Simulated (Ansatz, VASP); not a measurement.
## One calculation of CaMg, two programs

```
CELL_PARAMETERS angstrom
4.41233 0.00000 0.00000
0.00000 3.51995 0.00000
0.00000 0.00000 3.96614
ATOMIC_POSITIONS crystal
Ca 0.00000 0.00000 0.00000
Mg 0.50000 0.50000 0.50000
```

Change from the starting cell: strain +0.1125 x Voigt [1, -1, 0, 0, 0, 0], atoms carried along.

Alike in both runs: task single point; functional LDA; k mesh 12 × 12 × 12; occupations gaussian, width 0.15 eV; no spin polarisation.

|  | VASP | Ansatz |
| --- | --- | --- |
| version | VASP 6.6.1 | Ansatz 0.2.0 |
| potentials or method | VASP PAW LDA potentials, release 64 (Ca_sv, Mg), cutoff 520 eV | scalar-relativistic, plane waves, PAW |
| valence electrons in the cell | 12 | 20 |

```tsv
	VASP	Ansatz	Ansatz less VASP
gap on the k mesh at the Fermi level (eV)	none	none	-
pressure (GPa)	-1.8	-1.7	+0.17
traceless stress, the component that is largest in VASP (GPa)	2.05	2.03	-0.022
```

LDA's correlation is that of Perdew and Zunger in VASP and of Perdew and Wang (1992) in Ansatz. A gap of «none» marks a metal or a gap that the smearing closes. VASP's potentials hold 12 valence electrons a cell and Ansatz's 20, so a difference there can come from the potentials and not from the codes.
